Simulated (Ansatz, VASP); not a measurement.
# One calculation of WS2, two programs

File INCAR:

```
PREC = Accurate
ENCUT = 520
EDIFF = 1E-7
ISMEAR = 0
SIGMA = 0.05
LREAL = F
LASPH = T
NELM = 80
ALGO = Normal
ISIF = 2
LWAVE = F
LCHARG = T
GGA = PE
IVDW = 12
LELF = T
LVHAR = T
NBANDS = 35
```

The input KPOINTS:

```
Automatic mesh
0
Gamma
  10 10 3
```

File POSCAR:

```
WS2
1.0
   -3.1542061832      0.0000000000      0.0000000000
   -1.5771030916     -2.7316226834      0.0000000000
   -4.3371912122     -2.5040785139     12.1399091344
W S
2 4
Direct
    0.1041583333      0.1041583333      0.2500000000
   -0.0208583333     -0.0208583333      0.7500000000
   -0.2352841452     -0.2352841452      0.6202874207
    0.5563991881      0.5563991881      0.1202874207
   -0.4730991881     -0.4730991881      0.8797125793
    0.3185841452      0.3185841452      0.3797125793
```

Input for Ansatz:

```yaml
crystal:
  lattice:
    - [-3.1542061832, 0.0, 0.0]
    - [-1.5771030916, -2.7316226834, 0.0]
    - [-4.3371912122, -2.5040785139, 12.1399091344]
  atoms:
    - { symbol: W, position: [0.1041583333, 0.1041583333, 0.25] }
    - { symbol: W, position: [-0.0208583333, -0.0208583333, 0.75] }
    - { symbol: S, position: [-0.2352841452, -0.2352841452, 0.6202874207] }
    - { symbol: S, position: [0.5563991881, 0.5563991881, 0.1202874207] }
    - { symbol: S, position: [-0.4730991881, -0.4730991881, 0.8797125793] }
    - { symbol: S, position: [0.3185841452, 0.3185841452, 0.3797125793] }
basis:
  ecutwfc: 420
kpoints:
  mp_grid: { grid: [10, 10, 3] }
hamiltonian:
  xc: pbe
  dispersion: d3bj
scf:
  occupations: { method: gaussian, width: 0.05 }
output:
  forces: true
  stress: true
  eigenvalues: true
```

Alike in both runs: task single point; functional PBE; dispersion D3(BJ); k mesh 10 × 10 × 3; occupations gaussian, width 0.05 eV; no spin polarisation.

|  | VASP | Ansatz |
| --- | --- | --- |
| version | VASP 6.6.1 | Ansatz 0.2.0 |
| potentials or method | VASP PAW PBE potentials, release 64 (W_sv, S), cutoff 520 eV | scalar-relativistic, plane waves, PAW |
| valence electrons in the cell | 52 | 52 |

```csv
,VASP,Ansatz,Ansatz less VASP
gap on the k mesh at the Fermi level (eV),0.97,0.95,-0.018
least direct gap on the mesh (eV),2.15,2.15,-0.002
pressure (GPa),0.1,0.1,+0.03
"traceless stress, the component that is largest in VASP (GPa)",-0.54,-0.55,-0.001
rms of the force components (eV/Å),0.035,0.036,+0.0004
```

Atom by atom the forces differ by 0.001 eV/Å (rms over components).

Spin-orbit coupling is off throughout.
